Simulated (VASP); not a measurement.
# WAu (F-43m) in VASP: a series of runs

WAu is run at these levels: PBE; tasks: single point.

Everything below comes from runs of VASP 6.6.1. Logs are shortened: lines on timing, memory, paths and dates and some standing lists are left out, and cuts for length are marked.

## 1. The cell of the first run

It takes space group F-43m (No. 216, cubic). The conventional cell has a = 5.496 Å, b = 5.496 Å, c = 5.496 Å, α = 90.00°, β = 90.00°, γ = 90.00°. W (site symmetry -43m) has 4 Au at 2.38 Å within 3.1 Å. Within 3.1 Å of Au (site symmetry -43m) lie 4 W at 2.38 Å.

## 2. Single point, PBE

Input file INCAR:

```
SYSTEM = WAu
PREC     = Accurate       ! precision mode
ENCUT    = 520            ! plane-wave cutoff, eV
EDIFF    = 1E-6           ! SCF threshold, eV
ISMEAR   = 0              ! smearing method
SIGMA    = 0.027000000000000003 ! smearing width, eV
LREAL    = .False.        ! projectors in reciprocal space
LASPH    = .True.         ! aspherical terms in the spheres
NELM     = 100            ! most SCF steps
ALGO     = Normal         ! electronic algorithm
ISIF     = 2              ! what is computed and relaxed
LWAVE    = .False.        ! write WAVECAR
LCHARG   = .True.         ! write CHGCAR
GGA      = PE             ! functional
LELF     = .True.         ! ELF
LVHAR    = .True.       
NBANDS   = 20             ! bands
```

Input file KPOINTS:

```
regular mesh
0
Gamma
  8 8 8
  0 0 0
```

Input file POSCAR:

```
WAu
1.0
    0.0000000000      2.7479792600      2.7479792600
    2.7479792600      0.0000000000      2.7479792600
    2.7479792600      2.7479792600      0.0000000000
W Au
1 1
Direct
    0.0000000000      0.0000000000      0.0000000000
    0.7500000000      0.7500000000      0.7500000000
```

Potentials or basis: VASP PAW PBE potentials, release 64 (W_sv, Au).

Started as:

```
$ cat potpaw_PBE.64/W_sv/POTCAR potpaw_PBE.64/Au/POTCAR > POTCAR
$ mpirun -np 1 vasp_std > vasp.out
```

OUTCAR:

```text
SYSTEM = WAu
   PREC = Accurate
   ENCUT = 520
   EDIFF = 1E-6
   ISMEAR = 0
   LREAL = .False.
   LASPH = .True.
   NELM = 100
   ISIF = 2
   GGA = PE

 ion  position               nearest neighbor table
   1  0.000  0.000  0.000-   2 2.38   2 2.38   2 2.38   2 2.38
   2  0.750  0.750  0.750-   1 2.38   1 2.38   1 2.38   1 2.38

  LATTYP: Found a face centered cubic cell.
 ALAT       =     5.4959585200

  Lattice vectors:

 A1 = (   0.0000000000,   2.7479792600,   2.7479792600)
 A2 = (   2.7479792600,   0.0000000000,   2.7479792600)
 A3 = (   2.7479792600,   2.7479792600,   0.0000000000)

Analysis of symmetry for initial positions (statically):
=====================================================================
 Subroutine PRICEL returns:
 Original cell was already a primitive cell.

 Routine SETGRP: Setting up the symmetry group for a
 face centered cubic supercell.

 Subroutine GETGRP returns: Found 24 space group operations
 (whereof 24 operations were pure point group operations)
 out of a pool of 48 trial point group operations.

The static configuration has the point symmetry T_d .

Analysis of symmetry for dynamics (positions and initial velocities):
=====================================================================
 Subroutine PRICEL returns:
 Original cell was already a primitive cell.

 Routine SETGRP: Setting up the symmetry group for a
 face centered cubic supercell.

 Subroutine GETGRP returns: Found 24 space group operations
 (whereof 24 operations were pure point group operations)
 out of a pool of 48 trial point group operations.

The dynamic configuration has the point symmetry T_d .

 Subroutine INISYM returns: Found 24 space group operations
 (whereof 24 operations are pure point group operations),
 and found     1 'primitive' translations

----------------------------------------------------------------------------------------

                                     Primitive cell

  volume of cell :      41.5021

  direct lattice vectors                    reciprocal lattice vectors
     0.000000000  2.747979260  2.747979260    -0.181951883  0.181951883  0.181951883
     2.747979260  0.000000000  2.747979260     0.181951883 -0.181951883  0.181951883
     2.747979260  2.747979260  0.000000000     0.181951883  0.181951883 -0.181951883

  length of vectors
     3.886229539  3.886229539  3.886229539     0.315149905  0.315149905  0.315149905

  position of ions in fractional coordinates (direct lattice)
     0.000000000  0.000000000  0.000000000
     0.750000000  0.750000000  0.750000000

  ion indices of the primitive-cell ions
   primitive index   ion index
                 1           1
                 2           2

----------------------------------------------------------------------------------------

 KPOINTS: regular mesh

Automatic generation of k-mesh.
 Grid dimensions read from file:
 generate k-points for:    8    8    8

 Generating k-lattice:

  Cartesian coordinates                     Fractional coordinates (reciprocal lattice)
    -0.022743985  0.022743985  0.022743985     0.125000000  0.000000000  0.000000000
     0.022743985 -0.022743985  0.022743985     0.000000000  0.125000000  0.000000000
     0.022743985  0.022743985 -0.022743985     0.000000000  0.000000000  0.125000000

  Length of vectors
     0.039393738  0.039393738  0.039393738

  Shift w.r.t. Gamma in fractional coordinates (k-lattice)
     0.000000000  0.000000000  0.000000000

 Subroutine IBZKPT returns following result:
 ===========================================

 Found     29 irreducible k-points:

 Following reciprocal coordinates:
            Coordinates               Weight
  0.000000  0.000000  0.000000      1.000000
  0.125000  0.000000  0.000000      8.000000
  0.250000  0.000000  0.000000      8.000000
  0.375000  0.000000  0.000000      8.000000
  0.500000  0.000000  0.000000      4.000000
  0.125000  0.125000  0.000000      6.000000
[... 16 lines left out ...]
  0.500000  0.250000  0.125000     48.000000
 -0.375000  0.250000  0.125000     24.000000
 [... further k-points ...]
   k-points           NKPTS =     29   k-points in BZ     NKDIM =     29   number of bands    NBANDS=     20
   number of dos      NEDOS =    301   number of ions     NIONS =      2
   total plane-waves  NPLWV =  27000
   dimension x,y,z NGX =    30 NGY =   30 NGZ =   30
   dimension x,y,z NGXF=    60 NGYF=   60 NGZF=   60
   ions per type =               1   1
   NGX,Y,Z   is equivalent  to a cutoff of  12.83, 12.83, 12.83 a.u.
   NGXF,Y,Z  is equivalent  to a cutoff of  25.67, 25.67, 25.67 a.u.
 SYSTEM =  WAu
   PREC   = accura    normal or accurate (medium, high low for compatibility)
   ISTART =      0    job   : 0-new  1-cont  2-samecut
   ICHARG =      2    charge: 1-file 2-atom 10-const
   ISPIN  =      1    spin polarized calculation?
   LNONCOLLINEAR =      F non collinear calculations
   LSORBIT =      F    spin-orbit coupling
   LASPH  =      T    aspherical Exc in radial PAW
   ENCUT  =  520.0 eV  38.22 Ry    6.18 a.u.   7.23  7.23  7.23*2*pi/ulx,y,z
   NELM   =    100;   NELMIN=  2; NELMDL= -5     # of ELM steps
   EDIFF  = 0.1E-05   stopping-criterion for ELM
   LREAL  =      F    real-space projection
   EDIFFG = 0.1E-04   stopping-criterion for IOM
   NSW    =      0    number of steps for IOM
   IBRION =     -1    ionic relax: 0-MD 1-quasi-New 2-CG
   NFREE  =      0    steps in history (QN), initial steepest desc. (CG)
   ISIF   =      2    stress and relaxation
   ISYM   =      2    0-nonsym 1-usesym 2-fastsym
   POTIM  = 0.5000    time-step for ionic-motion
   TEBEG  =    0.0;   TEEND  =   0.0 temperature during run
   PSTRESS=    0.0 pullay stress
   NELECT =      25.0000    total number of electrons
   NUPDOWN=      -1.0000    fix difference up-down
   EMIN   =  10.00;   EMAX   =-10.00  energy-range for DOS
   EFERMI =   0.00;   METHOD = LEGACY
   ISMEAR =     0;   SIGMA  =   0.03  broadening in eV -4-tet -1-fermi 0-gaus
   EFERMI_NEDOS =   21; number of points for ismear=-14 and -15
   IALGO  =     38    algorithm
   IMIX   =      4    mixing-type and parameters
     AMIX     =   0.40;   BMIX     =  1.00
     AMIX_MAG =   1.60;   BMIX_MAG =  1.00
  volume/ion in A,a.u.               =      20.75       140.04
  Fermi-wavevector in a.u.,A,eV,Ry     =   1.382605  2.612744 26.008842  1.911596
  Thomas-Fermi vector in A             =   2.507280
   LORBIT       =      0    0 simple, 1 ext, 2 COOP (PROOUT), +10 PAW based schemes
   GGA     = PE    functional components
   LHFCALC =     F    Hartree Fock is set to
   AEXX    =    0.0000 exact exchange contribution
   IVDW    =     0    specifies the selected vdW correction
   LEPSILON=     F    determine dielectric tensor
   LRPA    =     F    only Hartree local field effects (RPA)
 non-spin polarized calculation
 Gauss-broadening in eV      SIGMA  =   0.03
  energy-cutoff  :      520.00
  volume of cell :       41.50
 maximum number of plane-waves:      1139
 NGX is ok and might be reduce to    30
   NGX = 15   NGY = 15   NGZ = 15

 number of electron      25.0000000 magnetization

 Free energy of the ion-electron system (eV)
  ---------------------------------------------------
  ext. energy  EPLUGINS =         0.00000000
  ---------------------------------------------------
  free energy    TOTEN  =       -11.63530418 eV

  energy without entropy =      -11.63429187  energy(sigma->0) =      -11.63479802

 E-fermi :   7.5679     XC(G=0): -11.5415

 val. band max:        7.5416686755   @ k =   0.5000   0.2500   0.0000
 cond. band min:       7.5715804229   @ k =  -0.3750   0.2500   0.1250
 fundamental gap:      0.0299117474
 Fermi energy:         7.5679459886

 k-point     1 :       0.0000    0.0000    0.0000
  band No.  band energies     occupation
      1     -66.4337      2.00000
      2     -30.7410      2.00000
      3     -30.7410      2.00000
      4     -30.7410      2.00000
      5      -0.8947      2.00000
      6       0.9333      2.00000
[... 12 lines left out ...]
     19      19.3830      0.00000
     20      19.4535      0.00000

 k-point     2 :       0.1250    0.0000    0.0000
  band No.  band energies     occupation
      1     -66.4332      2.00000
      2     -30.7449      2.00000
      3     -30.7404      2.00000
      4     -30.7404      2.00000
      5      -0.6148      2.00000
      6       0.8408      2.00000
[... 12 lines left out ...]
     19      19.4934      0.00000
     20      19.6488      0.00000

 k-point     3 :       0.2500    0.0000    0.0000
  band No.  band energies     occupation
      1     -66.4321      2.00000
      2     -30.7541      2.00000
      3     -30.7390      2.00000
      4     -30.7390      2.00000
      5       0.0777      2.00000
      6       0.7954      2.00000
[... 12 lines left out ...]
     19      18.4769      0.00000
     20      20.3409      0.00000

 k-point     4 :       0.3750    0.0000    0.0000
  band No.  band energies     occupation
      1     -66.4311      2.00000
      2     -30.7633      2.00000
      3     -30.7376      2.00000
      4     -30.7376      2.00000
      5       0.5203      2.00000
      6       0.9078      2.00000
[... 12 lines left out ...]
     19      17.1901      0.00000
     20      21.6041      0.00000

 k-point     5 :       0.5000    0.0000    0.0000
  band No.  band energies     occupation
      1     -66.4306      2.00000
      2     -30.7670      2.00000
      3     -30.7370      2.00000
      4     -30.7370      2.00000
      5       0.5574      2.00000
      6       1.1035      2.00000
[... 12 lines left out ...]
     19      16.6853      0.00000
     20      22.0794      0.00000
[... 353 lines left out ...]
      6       0.6351      2.00000
[... 12 lines left out ...]
     19      18.0292      0.00000
     20      19.0039      0.00000

 k-point    22 :       0.3750    0.2500    0.1250
  band No.  band energies     occupation
      1     -66.4313      2.00000
      2     -30.7598      2.00000
      3     -30.7395      2.00000
      4     -30.7376      2.00000
      5       0.4076      2.00000
      6       0.6667      2.00000
[... 12 lines left out ...]
     19      18.2351      0.00000
     20      19.4312      0.00000

 k-point    23 :       0.5000    0.2500    0.1250
  band No.  band energies     occupation
      1     -66.4305      2.00000
      2     -30.7638      2.00000
      3     -30.7418      2.00000
      4     -30.7363      2.00000
      5       0.4965      2.00000
      6       0.6476      2.00000
[... 12 lines left out ...]
     19      18.2220      0.00000
     20      20.9015      0.00000

 k-point    24 :      -0.3750    0.2500    0.1250
  band No.  band energies     occupation
      1     -66.4301      2.00000
      2     -30.7650      2.00000
      3     -30.7431      2.00000
      4     -30.7357      2.00000
      5       0.4749      2.00000
      6       0.6817      2.00000
[... 12 lines left out ...]
     19      18.1650      0.00000
     20      22.0259      0.00000

 [... further k-points ...]

------------------------ aborting loop because EDIFF is reached ----------------------------------------

  FORCE on cell =-STRESS in cart. coord.  units (eV):
  Direction    XX          YY          ZZ          XY          YZ          ZX
  --------------------------------------------------------------------------------------
  -------------------------------------------------------------------------------------
  Total        8.5664813      8.5664813      8.5664813      0.0000000     -0.0000000     -0.0000000
  in kB      330.7064820    330.7064820    330.7064820      0.0000000     -0.0000000     -0.0000000
  external PRESSURE =     330.7064820 kB  Pullay stress =       0.0000000 kB

 VOLUME and BASIS-vectors are now :
 -----------------------------------------------------------------------------
  energy-cutoff  :      520.00
  volume of cell :       41.50
      direct lattice vectors                 reciprocal lattice vectors
     0.000000000  2.747979260  2.747979260    -0.181951883  0.181951883  0.181951883
     2.747979260  0.000000000  2.747979260     0.181951883 -0.181951883  0.181951883
     2.747979260  2.747979260  0.000000000     0.181951883  0.181951883 -0.181951883

 POSITION                                       TOTAL-FORCE (eV/Angst)
 -----------------------------------------------------------------------------------
      0.00000      0.00000      0.00000        -0.000000     -0.000000      0.000000
      4.12197      4.12197      4.12197         0.000000      0.000000     -0.000000
 -----------------------------------------------------------------------------------
    total drift:                                0.000001      0.000001      0.000001

  FREE ENERGIE OF THE ION-ELECTRON SYSTEM (eV)
  ---------------------------------------------------
  free  energy   TOTEN  =       -11.6353041774 eV

  energy  without entropy=      -11.6342918652  energy(sigma->0) =      -11.63479802
```

It took 32 s on 1 thread of Intel Xeon 6975P-C, shared host; peak memory 0.18 GiB.

What came out:

* Free energy: -11.6353 eV
* Pressure: 33.1 GPa

Caveat: spin-orbit coupling is left out, which moves the levels of the heavy elements.

## 3. Single point, PBE

Input file INCAR:

```
PREC = Accurate
ENCUT = 520
EDIFF = 1E-7
ISMEAR = 0
SIGMA = 0.028000000000000004
LREAL = F
LASPH = T
NELM = 100
ALGO = Fast
ISIF = 2
LWAVE = F
LCHARG = F
GGA = PE
NBANDS = 20
```

Input file KPOINTS:

```
Automatic mesh
0
Gamma
  8 8 8
```

POSCAR is that of step 2.

Potentials or basis: VASP PAW PBE potentials, release 64 (W_sv, Au).

Started as:

```
$ cat potpaw_PBE.64/W_sv/POTCAR potpaw_PBE.64/Au/POTCAR > POTCAR
$ mpirun -np 1 vasp_std > vasp.out
```

OUTCAR:

```text
PREC = Accurate
   ENCUT = 520
   EDIFF = 1E-7
   ISMEAR = 0
   LREAL = F
   LASPH = T
   NELM = 100
   ISIF = 2
   GGA = PE

 ion  position               nearest neighbor table
   1  0.000  0.000  0.000-   2 2.38   2 2.38   2 2.38   2 2.38
   2  0.750  0.750  0.750-   1 2.38   1 2.38   1 2.38   1 2.38

  LATTYP: Found a face centered cubic cell.
 ALAT       =     5.4959585200

  Lattice vectors:

 A1 = (   0.0000000000,   2.7479792600,   2.7479792600)
[... 740 lines left out ...]
------------------------ aborting loop because EDIFF is reached ----------------------------------------

  FORCE on cell =-STRESS in cart. coord.  units (eV):
  Direction    XX          YY          ZZ          XY          YZ          ZX
  --------------------------------------------------------------------------------------
  -------------------------------------------------------------------------------------
  Total        8.5681415      8.5681415      8.5681415      0.0000000      0.0000000      0.0000000
  in kB      330.7705744    330.7705744    330.7705744      0.0000000      0.0000000      0.0000000
  external PRESSURE =     330.7705744 kB  Pullay stress =       0.0000000 kB

 VOLUME and BASIS-vectors are now :
 -----------------------------------------------------------------------------
  energy-cutoff  :      520.00
  volume of cell :       41.50
      direct lattice vectors                 reciprocal lattice vectors
     0.000000000  2.747979260  2.747979260    -0.181951883  0.181951883  0.181951883
     2.747979260  0.000000000  2.747979260     0.181951883 -0.181951883  0.181951883
     2.747979260  2.747979260  0.000000000     0.181951883  0.181951883 -0.181951883

 POSITION                                       TOTAL-FORCE (eV/Angst)
 -----------------------------------------------------------------------------------
      0.00000      0.00000      0.00000        -0.000000     -0.000000     -0.000000
      4.12197      4.12197      4.12197         0.000000      0.000000      0.000000
 -----------------------------------------------------------------------------------
    total drift:                                0.000001      0.000001      0.000001

  FREE ENERGIE OF THE ION-ELECTRON SYSTEM (eV)
  ---------------------------------------------------
  free  energy   TOTEN  =       -11.6353421597 eV

  energy  without entropy=      -11.6342679507  energy(sigma->0) =      -11.63480506
```

OSZICAR:

```text
N       E                     dE             d eps       ncg     rms          rms(c)
DAV:   1     0.203397425039E+03    0.20340E+03   -0.12774E+04  1160   0.128E+03
DAV:   2    -0.660936211730E+01   -0.21001E+03   -0.20309E+03  1292   0.363E+02
DAV:   3    -0.128461596442E+02   -0.62368E+01   -0.61545E+01  1304   0.608E+01
DAV:   4    -0.129036231695E+02   -0.57464E-01   -0.57455E-01  1280   0.615E+00
DAV:   5    -0.129046220009E+02   -0.99883E-03   -0.99883E-03  1300   0.800E-01    0.198E+01
RMM:   6    -0.118435981744E+02    0.10610E+01   -0.24632E+00  1202   0.933E+00    0.102E+01
RMM:   7    -0.116771747200E+02    0.16642E+00   -0.42919E-01  1269   0.460E+00    0.329E+00
RMM:   8    -0.116404018711E+02    0.36773E-01   -0.92859E-02  1386   0.224E+00    0.117E+00
RMM:   9    -0.116353174643E+02    0.50844E-02   -0.17655E-02  1301   0.104E+00    0.197E-01
RMM:  10    -0.116352507287E+02    0.66736E-04   -0.36312E-03  1415   0.452E-01    0.141E-01
RMM:  11    -0.116353308284E+02   -0.80100E-04   -0.98008E-04  1545   0.221E-01    0.390E-02
RMM:  12    -0.116353409189E+02   -0.10090E-04   -0.16017E-04  1545   0.976E-02    0.136E-02
RMM:  13    -0.116353420186E+02   -0.10997E-05   -0.21266E-05  1403   0.334E-02    0.571E-03
RMM:  14    -0.116353418998E+02    0.11884E-06   -0.56959E-06  1484   0.157E-02    0.803E-04
RMM:  15    -0.116353422153E+02   -0.31558E-06   -0.87427E-07  1064   0.556E-03    0.957E-04
RMM:  16    -0.116353421597E+02    0.55670E-07   -0.16985E-07   762   0.250E-03
   1 F= -.11635342E+02 E0= -.11634805E+02  d E =-.107421E-02
```

stdout:

```text
POSCAR found type information on POSCAR W Au
 POSCAR found :  2 types and       2 ions
 scaLAPACK will be used
 LDA part: xc-table for (Slater+PW92), standard interpolation
 POSCAR, INCAR and KPOINTS ok, starting setup
 FFT: planning ... GRIDC
 FFT: planning ... GRID_SOFT
 FFT: planning ... GRID
 WAVECAR not read
 entering main loop
```

It took 82 s on 1 thread of Intel Xeon 6975P-C, shared host; peak memory 0.18 GiB.

Results:

* Free energy: -11.6353 eV
* Pressure: 33.1 GPa

Caveat: spin-orbit coupling is left out, which moves the levels of the heavy elements.

[end of part 1 of 3]
